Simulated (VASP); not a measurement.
# Pt3Se (Pm-3m) in VASP: further runs

The runs below take Pt3Se through single point, relaxation of cell and atoms, with PBE.

All numbers are computed with VASP 6.6.1; they aren't measurements. Logs are shortened: lines on timing, memory, paths and dates and some standing lists are left out, and cuts for length are marked.

## Step 1: The cell of the first run

It takes space group Pm-3m (No. 221, cubic). Conventional cell: a = 4.037 Å, b = 4.037 Å, c = 4.037 Å, α = 90.00°, β = 90.00°, γ = 90.00°. Within 3.8 Å of Pt (site symmetry 4/mmm) lie 8 Pt at 2.85 Å and 4 Se at 2.85 Å. Se (site symmetry m-3m) has 12 Pt at 2.85 Å within 3.8 Å.

## Step 2: Single point, PBE

Input file INCAR:

```
  PREC = Accurate
  ENCUT = 520
  EDIFF = 1E-6
  ISMEAR = 0
  SIGMA = 0.1
  LREAL = False
  LASPH = True
  NELM = 60
  ALGO = Normal
  ISIF = 2
  LWAVE = False
  LCHARG = True
  GGA = PE
  LELF = True
  LVHAR = True
  NBANDS = 26
```

Input file KPOINTS:

```
regular mesh
0
Gamma
  12 12 12
```

Input file POSCAR:

```
Pt3Se
1.0
    4.0371465958      0.0000000000      0.0000000000
    0.0000000000      4.0371465958      0.0000000000
    0.0000000000      0.0000000000      4.0371465958
Pt Se
3 1
Direct
    0.0000000000      0.5000000000      0.5000000000
    0.5000000000      0.0000000000      0.5000000000
    0.5000000000      0.5000000000      0.0000000000
    0.0000000000      0.0000000000      0.0000000000
```

Potentials or basis: VASP PAW PBE potentials, release 64 (Pt, Se).

Launch:

```console
> cat potpaw_PBE.64/Pt/POTCAR potpaw_PBE.64/Se/POTCAR > POTCAR
> mpirun -np 1 vasp_std > vasp.out
```

OUTCAR:

```text
PREC = Accurate
   ENCUT = 520
   EDIFF = 1E-6
   ISMEAR = 0
   LREAL = False
   LASPH = True
   NELM = 60
   ISIF = 2
   GGA = PE

 ion  position               nearest neighbor table
   1  0.000  0.500  0.500-   2 2.85   3 2.85   4 2.85   3 2.85   4 2.85   2 2.85   4 2.85   4 2.85
                             2 2.85   3 2.85   3 2.85   2 2.85
   2  0.500  0.000  0.500-   1 2.85   3 2.85   4 2.85   3 2.85   4 2.85   1 2.85   3 2.85   3 2.85
                             1 2.85   4 2.85   4 2.85   1 2.85
   3  0.500  0.500  0.000-   1 2.85   2 2.85   4 2.85   1 2.85   2 2.85   2 2.85   4 2.85   2 2.85
                             1 2.85   4 2.85   1 2.85   4 2.85
   4  0.000  0.000  0.000-   1 2.85   2 2.85   3 2.85   1 2.85   2 2.85   1 2.85   3 2.85   1 2.85
                             2 2.85   3 2.85   2 2.85   3 2.85

  LATTYP: Found a simple cubic cell.
 ALAT       =     4.0371465958

  Lattice vectors:

 A1 = (   4.0371465958,   0.0000000000,   0.0000000000)
 A2 = (   0.0000000000,   4.0371465958,   0.0000000000)
 A3 = (   0.0000000000,   0.0000000000,   4.0371465958)

Analysis of symmetry for initial positions (statically):
=====================================================================
 Subroutine PRICEL returns:
 Original cell was already a primitive cell.

 Routine SETGRP: Setting up the symmetry group for a
 simple cubic supercell.

 Subroutine GETGRP returns: Found 48 space group operations
 (whereof 48 operations were pure point group operations)
 out of a pool of 48 trial point group operations.

The static configuration has the point symmetry O_h .

Analysis of symmetry for dynamics (positions and initial velocities):
=====================================================================
 Subroutine PRICEL returns:
 Original cell was already a primitive cell.

 Routine SETGRP: Setting up the symmetry group for a
 simple cubic supercell.

 Subroutine GETGRP returns: Found 48 space group operations
 (whereof 48 operations were pure point group operations)
 out of a pool of 48 trial point group operations.

The dynamic configuration has the point symmetry O_h .

 Subroutine INISYM returns: Found 48 space group operations
 (whereof 48 operations are pure point group operations),
 and found     1 'primitive' translations

----------------------------------------------------------------------------------------

                                     Primitive cell

  volume of cell :      65.7996

  direct lattice vectors                    reciprocal lattice vectors
     4.037146596  0.000000000  0.000000000     0.247699700  0.000000000  0.000000000
     0.000000000  4.037146596  0.000000000     0.000000000  0.247699700  0.000000000
     0.000000000  0.000000000  4.037146596     0.000000000  0.000000000  0.247699700

  length of vectors
     4.037146596  4.037146596  4.037146596     0.247699700  0.247699700  0.247699700

  position of ions in fractional coordinates (direct lattice)
     0.000000000  0.500000000  0.500000000
     0.500000000  0.000000000  0.500000000
     0.500000000  0.500000000  0.000000000
     0.000000000  0.000000000  0.000000000

  ion indices of the primitive-cell ions
   primitive index   ion index
                 1           1
                 2           2
                 3           3
                 4           4

----------------------------------------------------------------------------------------

 KPOINTS: regular mesh

Automatic generation of k-mesh.
 Grid dimensions read from file:
 generate k-points for:   12   12   12

 Generating k-lattice:

  Cartesian coordinates                     Fractional coordinates (reciprocal lattice)
     0.020641642  0.000000000  0.000000000     0.083333333  0.000000000  0.000000000
     0.000000000  0.020641642  0.000000000     0.000000000  0.083333333  0.000000000
     0.000000000  0.000000000  0.020641642     0.000000000  0.000000000  0.083333333

  Length of vectors
     0.020641642  0.020641642  0.020641642

  Shift w.r.t. Gamma in fractional coordinates (k-lattice)
     0.000000000  0.000000000  0.000000000

 Subroutine IBZKPT returns following result:
 ===========================================

 Found     84 irreducible k-points:

 Following reciprocal coordinates:
            Coordinates               Weight
  0.000000  0.000000  0.000000      1.000000
  0.083333  0.000000  0.000000      6.000000
  0.166667  0.000000  0.000000      6.000000
  0.250000  0.000000  0.000000      6.000000
  0.333333  0.000000  0.000000      6.000000
  0.416667  0.000000  0.000000      6.000000
[... 16 lines left out ...]
  0.333333  0.333333  0.000000     12.000000
  0.416667  0.333333  0.000000     24.000000
 [... further k-points ...]
   k-points           NKPTS =     84   k-points in BZ     NKDIM =     84   number of bands    NBANDS=     26
   number of dos      NEDOS =    301   number of ions     NIONS =      4
   total plane-waves  NPLWV =  27000
   dimension x,y,z NGX =    30 NGY =   30 NGZ =   30
   dimension x,y,z NGXF=    60 NGYF=   60 NGZF=   60
   ions per type =               3   1
   NGX,Y,Z   is equivalent  to a cutoff of  12.35, 12.35, 12.35 a.u.
   NGXF,Y,Z  is equivalent  to a cutoff of  24.71, 24.71, 24.71 a.u.
 SYSTEM =  unknown system
   PREC   = accura    normal or accurate (medium, high low for compatibility)
   ISTART =      0    job   : 0-new  1-cont  2-samecut
   ICHARG =      2    charge: 1-file 2-atom 10-const
   ISPIN  =      1    spin polarized calculation?
   LNONCOLLINEAR =      F non collinear calculations
   LSORBIT =      F    spin-orbit coupling
   LASPH  =      T    aspherical Exc in radial PAW
   ENCUT  =  520.0 eV  38.22 Ry    6.18 a.u.   7.51  7.51  7.51*2*pi/ulx,y,z
   NELM   =     60;   NELMIN=  2; NELMDL= -5     # of ELM steps
   EDIFF  = 0.1E-05   stopping-criterion for ELM
   LREAL  =      F    real-space projection
   EDIFFG = 0.1E-04   stopping-criterion for IOM
   NSW    =      0    number of steps for IOM
   IBRION =     -1    ionic relax: 0-MD 1-quasi-New 2-CG
   NFREE  =      0    steps in history (QN), initial steepest desc. (CG)
   ISIF   =      2    stress and relaxation
   ISYM   =      2    0-nonsym 1-usesym 2-fastsym
   POTIM  = 0.5000    time-step for ionic-motion
   TEBEG  =    0.0;   TEEND  =   0.0 temperature during run
   PSTRESS=    0.0 pullay stress
   NELECT =      36.0000    total number of electrons
   NUPDOWN=      -1.0000    fix difference up-down
   EMIN   =  10.00;   EMAX   =-10.00  energy-range for DOS
   EFERMI =   0.00;   METHOD = LEGACY
   ISMEAR =     0;   SIGMA  =   0.10  broadening in eV -4-tet -1-fermi 0-gaus
   EFERMI_NEDOS =   21; number of points for ismear=-14 and -15
   IALGO  =     38    algorithm
   IMIX   =      4    mixing-type and parameters
     AMIX     =   0.40;   BMIX     =  1.00
     AMIX_MAG =   1.60;   BMIX_MAG =  1.00
  volume/ion in A,a.u.               =      16.45       111.01
  Fermi-wavevector in a.u.,A,eV,Ry     =   1.338961  2.530269 24.392737  1.792816
  Thomas-Fermi vector in A             =   2.467390
   LORBIT       =      0    0 simple, 1 ext, 2 COOP (PROOUT), +10 PAW based schemes
   GGA     = PE    functional components
   LHFCALC =     F    Hartree Fock is set to
   AEXX    =    0.0000 exact exchange contribution
   IVDW    =     0    specifies the selected vdW correction
   LEPSILON=     F    determine dielectric tensor
   LRPA    =     F    only Hartree local field effects (RPA)
 non-spin polarized calculation
 Gauss-broadening in eV      SIGMA  =   0.10
  energy-cutoff  :      520.00
  volume of cell :       65.80
 maximum number of plane-waves:      1800
   NGX = 15   NGY = 15   NGZ = 15

 number of electron      35.9999997 magnetization

 Free energy of the ion-electron system (eV)
  ---------------------------------------------------
  ext. energy  EPLUGINS =         0.00000000
  ---------------------------------------------------
  free energy    TOTEN  =       -20.42600466 eV

  energy without entropy =      -20.38665268  energy(sigma->0) =      -20.40632867

 E-fermi :   9.5883     XC(G=0): -12.6187

 val. band max:        9.5838041972   @ k =   0.4167   0.2500   0.2500
 cond. band min:       9.5895148682   @ k =   0.4167   0.4167   0.2500
 fundamental gap:      0.0057106710
 Fermi energy:         9.5883415148

 k-point     1 :       0.0000    0.0000    0.0000
  band No.  band energies     occupation
      1      -5.6897      2.00000
      2       2.4629      2.00000
      3       4.2804      2.00000
      4       4.2804      2.00000
      5       4.3877      2.00000
      6       4.3877      2.00000
[... 18 lines left out ...]
     25      15.6374      0.00000
     26      20.5068      0.00000

 k-point     2 :       0.0833    0.0000    0.0000
  band No.  band energies     occupation
      1      -5.6535      2.00000
      2       2.4881      2.00000
      3       4.0693      2.00000
      4       4.3493      2.00000
      5       4.3518      2.00000
      6       4.3518      2.00000
[... 18 lines left out ...]
     25      16.7841      0.00000
     26      19.9683      0.00000

 k-point     3 :       0.1667    0.0000    0.0000
  band No.  band energies     occupation
      1      -5.5509      2.00000
      2       2.4716      2.00000
      3       3.6330      2.00000
      4       4.2418      2.00000
      5       4.2418      2.00000
      6       4.4787      2.00000
[... 18 lines left out ...]
     25      17.9103      0.00000
     26      18.9465      0.00000

 k-point     4 :       0.2500    0.0000    0.0000
  band No.  band energies     occupation
      1      -5.4012      2.00000
      2       2.1403      2.00000
      3       3.5280      2.00000
      4       4.0817      2.00000
      5       4.0817      2.00000
      6       4.5798      2.00000
[... 18 lines left out ...]
     25      17.9644      0.00000
     26      18.8805      0.00000
[... 496 lines left out ...]
      1      -4.9258      2.00000
      2       1.6162      2.00000
      3       2.9570      2.00000
      4       3.5288      2.00000
      5       4.6385      2.00000
      6       5.1001      2.00000
[... 18 lines left out ...]
     25      18.7428      0.00000
     26      19.5654      0.00000

 k-point    23 :       0.3333    0.3333    0.0000
  band No.  band energies     occupation
      1      -4.9589      2.00000
      2       2.0201      2.00000
      3       2.6920      2.00000
      4       3.5232      2.00000
      5       4.5710      2.00000
      6       5.1453      2.00000
[... 18 lines left out ...]
     25      17.6982      0.00000
     26      18.9037      0.00000

 k-point    24 :       0.4167    0.3333    0.0000
  band No.  band energies     occupation
      1      -4.8841      2.00000
      2       1.9751      2.00000
      3       2.6135      2.00000
      4       3.4446      2.00000
      5       4.8142      2.00000
      6       5.2763      2.00000
[... 18 lines left out ...]
     25      17.7381      0.00000
     26      19.3567      0.00000

 [... further k-points ...]

------------------------ aborting loop because EDIFF is reached ----------------------------------------

  FORCE on cell =-STRESS in cart. coord.  units (eV):
  Direction    XX          YY          ZZ          XY          YZ          ZX
  --------------------------------------------------------------------------------------
  -------------------------------------------------------------------------------------
  Total       -0.1045631     -0.1045631     -0.1045631     -0.0000000     -0.0000000     -0.0000000
  in kB       -2.5460408     -2.5460408     -2.5460408     -0.0000000     -0.0000000     -0.0000000
  external PRESSURE =      -2.5460408 kB  Pullay stress =       0.0000000 kB

 VOLUME and BASIS-vectors are now :
 -----------------------------------------------------------------------------
  energy-cutoff  :      520.00
  volume of cell :       65.80
      direct lattice vectors                 reciprocal lattice vectors
     4.037146596  0.000000000  0.000000000     0.247699700  0.000000000  0.000000000
     0.000000000  4.037146596  0.000000000     0.000000000  0.247699700  0.000000000
     0.000000000  0.000000000  4.037146596     0.000000000  0.000000000  0.247699700

 POSITION                                       TOTAL-FORCE (eV/Angst)
 -----------------------------------------------------------------------------------
      0.00000      2.01857      2.01857         0.000000      0.000000      0.000000
      2.01857      0.00000      2.01857         0.000000      0.000000      0.000000
      2.01857      2.01857      0.00000         0.000000      0.000000      0.000000
      0.00000      0.00000      0.00000         0.000000      0.000000      0.000000
 -----------------------------------------------------------------------------------
    total drift:                                0.000000      0.000000     -0.000000

  FREE ENERGIE OF THE ION-ELECTRON SYSTEM (eV)
  ---------------------------------------------------
  free  energy   TOTEN  =       -20.4260046644 eV

  energy  without entropy=      -20.3866526764  energy(sigma->0) =      -20.40632867
```

Wall time 98 s (1 thread of Intel Xeon 6975P-C (Granite Rapids), shared host); peak memory 0.25 GiB.

Results:

* Free energy: -20.4260 eV
* Pressure: -0.3 GPa
* Band gap on the k mesh: zero (bands 18 and 19 overlap by 0.67 eV)

Caveat: spin-orbit coupling is left out, which moves the levels of the heavy elements.

## Step 3: Relaxation of cell and atoms, PBE

This run uses another cell than the first one, of 16.40 Å³/atom.

Input file INCAR:

```
  PREC = Accurate
  ENCUT = 600
  EDIFF = 1E-6
  ISMEAR = 0
  SIGMA = 0.1
  LREAL = False
  LASPH = True
  NELM = 100
  ALGO = Normal
  ISIF = 3
  LWAVE = False
  LCHARG = False
  GGA = PE
  IBRION = 2
  NSW = 100
  EDIFFG = -0.01
```

KPOINTS is that of step 2.

Input file POSCAR:

```
Pt3Se
1.0
    4.0334119470      0.0000000000      0.0000000000
    0.0000000000      4.0334119470      0.0000000000
    0.0000000000      0.0000000000      4.0334119470
Pt Se
3 1
Direct
    0.0000000000      0.5000000000      0.5000000000
    0.5000000000      0.0000000000      0.5000000000
    0.5000000000      0.5000000000      0.0000000000
    0.0000000000      0.0000000000      0.0000000000
```

Potentials or basis: VASP PAW PBE potentials, release 64 (Pt, Se).

Launch:

```console
> cat potpaw_PBE.64/Pt/POTCAR potpaw_PBE.64/Se/POTCAR > POTCAR
> mpirun -np 1 vasp_std > vasp.out
```

Wall time 2.5 min (1 thread of Intel Xeon 6975P-C (Granite Rapids), shared host); peak memory 0.28 GiB.

The run converged. Its results:

- Free energy: -20.4261 eV
- Relaxed volume: 16.43 Å³/atom
- Relaxed cell: a = 4.036 Å, b = 4.036 Å, c = 4.036 Å, α = 90.00°, β = 90.00°, γ = 90.00°
- Space group after relaxing (to 0.1 Å): Pm-3m (No. 221)
- Energy gained by relaxing: 0.0 meV/atom
- Ionic steps: 3
- Pressure after relaxing: 0.0 GPa
- Band gap on the k mesh: zero (bands 18 and 19 overlap by 0.67 eV)

Step by step:
```
step  energy change (eV)  largest force (eV/Å)  pressure (GPa)  volume (Å³)
   1              0.0000                0.0000            0.32        65.62
   2              0.0002                0.0000           -0.56        65.93
   3             -0.0001                0.0000            0.01        65.73
```

Final structure:
```
Pt Se
1.0
     4.03566    0.00000    0.00000
     0.00000    4.03566    0.00000
     0.00000    0.00000    4.03566
Pt Se
3 1
Direct
  0.00000 0.50000 0.50000
  0.50000 0.00000 0.50000
  0.50000 0.50000 0.00000
  0.00000 0.00000 0.00000
```

Levels at points of the mesh, in eV from the Fermi level:
| k point | band 15 | band 16 | band 17 | band 18 | band 19 | band 20 | band 21 | band 22 |
| --- | --- | --- | --- | --- | --- | --- | --- | --- |
| (0.00, 0.00, 0.00) | -0.94 | -0.94 | -0.11 | 0.38 | 0.38 | 0.38 | 5.87 | 5.87 |
| (0.50, 0.00, 0.00) | -1.85 | -1.73 | -0.80 | 0.39 | 0.59 | 0.59 | 3.62 | 5.08 |
| (0.50, 0.50, 0.00) | -2.14 | -1.58 | -1.55 | 0.39 | 0.39 | 1.85 | 2.41 | 4.71 |
| (0.50, 0.50, 0.50) | -1.75 | -1.75 | -0.27 | -0.04 | -0.04 | -0.04 | 3.65 | 3.65 |

Caveat: spin-orbit coupling is left out, which moves the levels of the heavy elements.
